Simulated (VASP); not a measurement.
# Ag (P-1) in VASP: single point with PBE

Aim: the single point of Ag with PBE.

Program: VASP 6.6.1. These are calculated values, not measurements. Logs are shortened: lines on timing, memory, paths and dates and some standing lists are left out, and cuts for length are marked.

### Step 1. The cell of the first run

The typed cell holds 4 atoms: a = 2.887 Å, b = 2.849 Å, c = 10.002 Å, α = 89.36°, β = 88.27°, γ = 118.70°.

### Step 2. Single point, PBE (equal xy, yz and zx shear strains of +3 %)

File INCAR:

```
ALGO = Normal
EDIFF = 1E-6
ENCUT = 500
GGA = PE
GGA_COMPAT = False
ISIF = 2
ISMEAR = -1
LASPH = True
LCHARG = False
LREAL = False
LWAVE = False
NBANDS = 30
NELM = 120
PREC = Accurate
SIGMA = 0.08
```

File KPOINTS:

```
k-points
0
Gamma
  14 14 4
```

File POSCAR:

```
Ag
1.0
    2.8861989086      0.0432929836      0.0432929836
   -1.4056066307      2.4778750835      0.0158463318
    0.1500000000      0.1500000000     10.0000000000
Ag
4
Direct
    0.3333333333      0.6666666667      0.2500000000
    0.6666666667      0.3333333333      0.7500000000
    0.0000000000      0.0000000000      0.0000000000
    0.0000000000      0.0000000000      0.5000000000
```

Potentials or basis: VASP PAW PBE potentials, release 64 (Ag).

Command:

```
$ cat potpaw_PBE.64/Ag/POTCAR > POTCAR
$ mpirun -np 1 vasp_std > vasp.out
```

OUTCAR:

```text
EDIFF = 1E-6
   ENCUT = 500
   GGA = PE
   ISIF = 2
   ISMEAR = -1
   LASPH = True
   LREAL = False
   NELM = 120
   PREC = Accurate

 ion  position               nearest neighbor table
   1  0.333  0.667  0.250-   3 2.96   4 2.96   4 2.98   3 3.01   3 3.05   4 3.07
   2  0.667  0.333  0.750-   3 2.96   4 2.96   4 2.98   3 3.01   3 3.05   4 3.07
   3  0.000  0.000  0.000-   2 2.96   1 2.96   2 3.01   1 3.01   2 3.05   1 3.05
   4  0.000  0.000  0.500-   1 2.96   2 2.96   2 2.98   1 2.98   2 3.07   1 3.07

  LATTYP: Found a triclinic cell.
 ALAT       =     5.0001678088
 B/A-ratio  =     0.5697473580
 C/A-ratio  =     2.0003828130
 COS(alpha) =     0.0112057054
 COS(beta)  =     0.0302114049
 COS(gamma) =     0.8622746762

  Lattice vectors:

 A1 = (   0.0749856472,   4.9990431506,   0.0749856472)
 A2 = (  -1.4056066307,   2.4778750835,   0.0158463318)
 A3 = (   0.1500000000,   0.1500000000,  10.0000000000)

Analysis of symmetry for initial positions (statically):
=====================================================================
 Subroutine PRICEL returns:
 Original cell was already a primitive cell.

 Routine SETGRP: Setting up the symmetry group for a
 triclinic supercell.

 Subroutine GETGRP returns: Found  2 space group operations
 (whereof  2 operations were pure point group operations)
 out of a pool of  2 trial point group operations.

The static configuration has the point symmetry S_2 .

Analysis of symmetry for dynamics (positions and initial velocities):
=====================================================================
 Subroutine PRICEL returns:
 Original cell was already a primitive cell.

 Routine SETGRP: Setting up the symmetry group for a
 triclinic supercell.

 Subroutine GETGRP returns: Found  2 space group operations
 (whereof  2 operations were pure point group operations)
 out of a pool of  2 trial point group operations.

The dynamic configuration has the point symmetry S_2 .

 Subroutine INISYM returns: Found  2 space group operations
 (whereof  2 operations are pure point group operations),
 and found     1 'primitive' translations

----------------------------------------------------------------------------------------

                                     Primitive cell

  volume of cell :      72.0930

  direct lattice vectors                    reciprocal lattice vectors
     2.886198909  0.043292984  0.043292984     0.343672603  0.195004395 -0.008080155
    -1.405606631  2.477875083  0.015846332    -0.005915084  0.400254015 -0.005915084
     0.150000000  0.150000000 10.000000000    -0.001478488 -0.001478488  0.100044355

  length of vectors
     2.886848230  2.848832399 10.002249747     0.395225076  0.400341421  0.100066202

  position of ions in fractional coordinates (direct lattice)
     0.333333333  0.666666667  0.250000000
     0.666666667  0.333333333  0.750000000
     0.000000000  0.000000000  0.000000000
     0.000000000  1.000000000  0.500000000

  ion indices of the primitive-cell ions
   primitive index   ion index
                 1           1
                 2           2
                 3           3
                 4           4

----------------------------------------------------------------------------------------

 KPOINTS: k-points

Automatic generation of k-mesh.
 Grid dimensions read from file:
 generate k-points for:   14   14    4

 Generating k-lattice:

  Cartesian coordinates                     Fractional coordinates (reciprocal lattice)
     0.024548043  0.013928885 -0.000577154     0.071428571 -0.000000000  0.000000000
    -0.000422506  0.028589573 -0.000422506    -0.000000000  0.071428571  0.000000000
    -0.000369622 -0.000369622  0.025011089     0.000000000  0.000000000  0.250000000

  Length of vectors
     0.028230363  0.028595816  0.025016550

  Shift w.r.t. Gamma in fractional coordinates (k-lattice)
     0.000000000  0.000000000  0.000000000

 Subroutine IBZKPT returns following result:
 ===========================================

 Found    396 irreducible k-points:

 Following reciprocal coordinates:
            Coordinates               Weight
  0.000000  0.000000  0.000000      1.000000
  0.071429  0.000000 -0.000000      2.000000
  0.142857  0.000000  0.000000      2.000000
  0.214286 -0.000000  0.000000      2.000000
  0.285714  0.000000  0.000000      2.000000
  0.357143 -0.000000  0.000000      2.000000
[... 16 lines left out ...]
 -0.000000  0.142857  0.000000      2.000000
  0.071429  0.142857 -0.000000      2.000000
 [... further k-points ...]
   k-points           NKPTS =    396   k-points in BZ     NKDIM =    396   number of bands    NBANDS=     30
   number of dos      NEDOS =    301   number of ions     NIONS =      4
   total plane-waves  NPLWV =  46080
   dimension x,y,z NGX =    24 NGY =   24 NGZ =   80
   dimension x,y,z NGXF=    48 NGYF=   48 NGZF=  160
   ions per type =               4
   NGX,Y,Z   is equivalent  to a cutoff of  13.82, 14.01, 13.30 a.u.
   NGXF,Y,Z  is equivalent  to a cutoff of  27.64, 28.01, 26.59 a.u.
 SYSTEM =  unknown system
   PREC   = accura    normal or accurate (medium, high low for compatibility)
   ISTART =      0    job   : 0-new  1-cont  2-samecut
   ICHARG =      2    charge: 1-file 2-atom 10-const
   ISPIN  =      1    spin polarized calculation?
   LNONCOLLINEAR =      F non collinear calculations
   LSORBIT =      F    spin-orbit coupling
   LASPH  =      T    aspherical Exc in radial PAW
   ENCUT  =  500.0 eV  36.75 Ry    6.06 a.u.   5.26  5.19 18.24*2*pi/ulx,y,z
   NELM   =    120;   NELMIN=  2; NELMDL= -5     # of ELM steps
   EDIFF  = 0.1E-05   stopping-criterion for ELM
   LREAL  =      F    real-space projection
   EDIFFG = 0.1E-04   stopping-criterion for IOM
   NSW    =      0    number of steps for IOM
   IBRION =     -1    ionic relax: 0-MD 1-quasi-New 2-CG
   NFREE  =      0    steps in history (QN), initial steepest desc. (CG)
   ISIF   =      2    stress and relaxation
   ISYM   =      2    0-nonsym 1-usesym 2-fastsym
   POTIM  = 0.5000    time-step for ionic-motion
   TEBEG  =    0.0;   TEEND  =   0.0 temperature during run
   PSTRESS=    0.0 pullay stress
   NELECT =      44.0000    total number of electrons
   NUPDOWN=      -1.0000    fix difference up-down
   EMIN   =  10.00;   EMAX   =-10.00  energy-range for DOS
   EFERMI =   0.00;   METHOD = LEGACY
   ISMEAR =    -1;   SIGMA  =   0.08  broadening in eV -4-tet -1-fermi 0-gaus
   EFERMI_NEDOS =   21; number of points for ismear=-14 and -15
   IALGO  =     38    algorithm
   IMIX   =      4    mixing-type and parameters
     AMIX     =   0.40;   BMIX     =  1.00
     AMIX_MAG =   1.60;   BMIX_MAG =  1.00
  volume/ion in A,a.u.               =      18.02       121.63
  Fermi-wavevector in a.u.,A,eV,Ry     =   1.388656  2.624180 26.237018  1.928366
  Thomas-Fermi vector in A             =   2.512762
   LORBIT       =      0    0 simple, 1 ext, 2 COOP (PROOUT), +10 PAW based schemes
   GGA     = PE    functional components
   LHFCALC =     F    Hartree Fock is set to
   AEXX    =    0.0000 exact exchange contribution
   IVDW    =     0    specifies the selected vdW correction
   LEPSILON=     F    determine dielectric tensor
   LRPA    =     F    only Hartree local field effects (RPA)
 non-spin polarized calculation
  energy-cutoff  :      500.00
  volume of cell :       72.09
 maximum number of plane-waves:      1851
 NGX is ok and might be reduce to    24
   NGX = 11   NGY = 11   NGZ = 37

 number of electron      44.0000001 magnetization

 Free energy of the ion-electron system (eV)
  ---------------------------------------------------
  ext. energy  EPLUGINS =         0.00000000
  ---------------------------------------------------
  free energy    TOTEN  =       -10.81143724 eV

  energy without entropy =      -10.78486200  energy(sigma->0) =      -10.79814962

 E-fermi :   7.6807     XC(G=0): -11.8776

 val. band max:        7.6804268714   @ k =  -0.0000   0.4286   0.0000
 cond. band min:       7.6884108492   @ k =   0.5000   0.0714   0.5000
 fundamental gap:      0.0079839778
 Fermi energy:         7.6806826776

 k-point     1 :       0.0000    0.0000    0.0000
  band No.  band energies     occupation
      1       0.3121      2.00000
      2       1.4694      2.00000
      3       1.4725      2.00000
      4       1.5531      2.00000
      5       2.8064      2.00000
      6       2.9459      2.00000
[... 22 lines left out ...]
     29      23.4147      0.00000
     30      24.3715      0.00000

 k-point     2 :       0.0714    0.0000   -0.0000
  band No.  band energies     occupation
      1       0.4507      2.00000
      2       1.5773      2.00000
      3       1.6022      2.00000
      4       1.6386      2.00000
      5       2.8169      2.00000
      6       2.9018      2.00000
[... 22 lines left out ...]
     29      23.2173      0.00000
     30      23.6970      0.00000

 k-point     3 :       0.1429    0.0000    0.0000
  band No.  band energies     occupation
      1       0.8435      2.00000
      2       1.8314      2.00000
      3       1.8743      2.00000
      4       1.9274      2.00000
      5       2.7090      2.00000
      6       2.8290      2.00000
[... 22 lines left out ...]
     29      21.6442      0.00000
     30      22.3862      0.00000

 k-point     4 :       0.2143   -0.0000    0.0000
  band No.  band energies     occupation
      1       1.3858      2.00000
      2       1.9558      2.00000
      3       2.0953      2.00000
      4       2.2059      2.00000
      5       2.5115      2.00000
      6       2.6217      2.00000
[... 22 lines left out ...]
     29      19.3536      0.00000
     30      20.1183      0.00000

 k-point     5 :       0.2857    0.0000    0.0000
  band No.  band energies     occupation
      1       1.7527      2.00000
      2       1.8804      2.00000
      3       1.9966      2.00000
      4       2.1662      2.00000
      5       2.3766      2.00000
      6       2.4743      2.00000
[... 22 lines left out ...]
     29      18.3604      0.00000
     30      19.2230      0.00000
[... 526 lines left out ...]
     29      22.6729      0.00000
     30      22.9629      0.00000

 k-point    22 :      -0.0714    0.0714    0.0000
  band No.  band energies     occupation
      1       0.4600      2.00000
      2       1.5994      2.00000
      3       1.6065      2.00000
      4       1.6489      2.00000
      5       2.8421      2.00000
      6       2.9939      2.00000
[... 22 lines left out ...]
     29      23.3731      0.00000
     30      24.0410      0.00000

 k-point    23 :      -0.0000    0.1429    0.0000
  band No.  band energies     occupation
      1       0.8627      2.00000
      2       1.8633      2.00000
      3       1.9105      2.00000
      4       1.9492      2.00000
      5       2.7396      2.00000
      6       2.8574      2.00000
[... 22 lines left out ...]
     29      22.1669      0.00000
     30      22.6762      0.00000

 k-point    24 :       0.0714    0.1429   -0.0000
  band No.  band energies     occupation
      1       1.2187      2.00000
      2       2.0360      2.00000
      3       2.1495      2.00000
      4       2.1972      2.00000
      5       2.5751      2.00000
      6       2.7192      2.00000
[... 22 lines left out ...]
     29      21.0328      0.00000
     30      21.1987      0.00000

 [... further k-points ...]
[... 5 lines left out ...]
  --------------------------------------------------------------------------------------
  -------------------------------------------------------------------------------------
  Total        0.5797460      0.6118357     -1.6181240     -0.4177648     -0.2313298     -0.2343620
  in kB       12.8841427     13.5972969    -35.9608165     -9.2843090     -5.1410212     -5.2084079
  external PRESSURE =      -3.1597923 kB  Pullay stress =       0.0000000 kB

 VOLUME and BASIS-vectors are now :
 -----------------------------------------------------------------------------
  energy-cutoff  :      500.00
  volume of cell :       72.09
      direct lattice vectors                 reciprocal lattice vectors
     2.886198909  0.043292984  0.043292984     0.343672603  0.195004395 -0.008080155
    -1.405606631  2.477875083  0.015846332    -0.005915084  0.400254015 -0.005915084
     0.150000000  0.150000000 10.000000000    -0.001478488 -0.001478488  0.100044355

 POSITION                                       TOTAL-FORCE (eV/Angst)
 -----------------------------------------------------------------------------------
      0.06250      1.70385      2.52500         0.009143     -0.000424     -0.005280
      1.56810      0.96732      7.53414        -0.009143      0.000424      0.005280
      0.00000      0.00000      0.00000        -0.000000     -0.000000     -0.000000
      0.07500      0.07500      5.00000        -0.000000      0.000000     -0.000000
 -----------------------------------------------------------------------------------
    total drift:                               -0.000000      0.000000     -0.000000

  FREE ENERGIE OF THE ION-ELECTRON SYSTEM (eV)
  ---------------------------------------------------
  free  energy   TOTEN  =       -10.8114372368 eV

  energy  without entropy=      -10.7848619960  energy(sigma->0) =      -10.79814962
```

It took 6.6 min on 1 thread of AMD EPYC 9R45 (Zen 5), shared host; peak memory 0.61 GiB.

Results:

| Item | Value |
| --- | --- |
| Free energy | -10.8114 eV |
| Pressure | -0.3 GPa |
| Largest force | 0.011 eV/Å |
| Band gap on the k mesh | zero (bands 22 and 23 overlap by 6.21 eV) |

Forces in eV/Å, atoms in the order of the input:
```
Ag   0.009  0.000 -0.005
Ag  -0.009  0.000  0.005
Ag   0.000  0.000  0.000
Ag   0.000  0.000  0.000
```

Levels at points of the mesh, in eV from the Fermi level:
| k point | band 18 | band 19 | band 20 | band 21 | band 22 | band 23 | band 24 | band 25 | band 26 | band 27 |
| --- | --- | --- | --- | --- | --- | --- | --- | --- | --- | --- |
| (0.00, 0.00, 0.00) | -3.49 | -3.44 | -3.38 | -3.32 | -3.06 | -3.01 | -0.63 | 2.57 | 9.53 | 9.54 |
| (0.50, 0.00, 0.00) | -2.81 | -2.78 | -2.75 | -0.07 | 0.73 | 1.00 | 1.56 | 3.70 | 4.34 | 6.33 |
| (0.00, 0.50, 0.00) | -2.79 | -2.76 | -2.71 | 0.06 | 0.88 | 1.15 | 1.70 | 4.01 | 4.47 | 6.63 |
| (0.50, 0.50, 0.00) | -2.75 | -2.73 | -2.70 | 0.19 | 1.02 | 1.30 | 1.84 | 4.37 | 4.54 | 6.98 |
| (0.00, 0.00, 0.50) | -3.55 | -3.23 | -3.19 | -3.12 | -3.08 | -2.56 | -2.56 | 5.26 | 5.26 | 13.82 |
| (0.50, 0.00, 0.50) | -2.82 | -2.78 | -2.76 | 0.21 | 0.39 | 1.22 | 1.51 | 3.99 | 4.73 | 5.39 |
| (0.00, 0.50, 0.50) | -2.81 | -2.76 | -2.74 | 0.37 | 0.50 | 1.41 | 1.63 | 4.29 | 4.84 | 5.71 |
| (0.50, 0.50, 0.50) | -2.78 | -2.72 | -2.72 | 0.54 | 0.59 | 1.64 | 1.72 | 4.67 | 4.87 | 6.12 |

Caveat: the cell differs from its parent crystal (equal xy, yz and zx shear strains of +3 %).
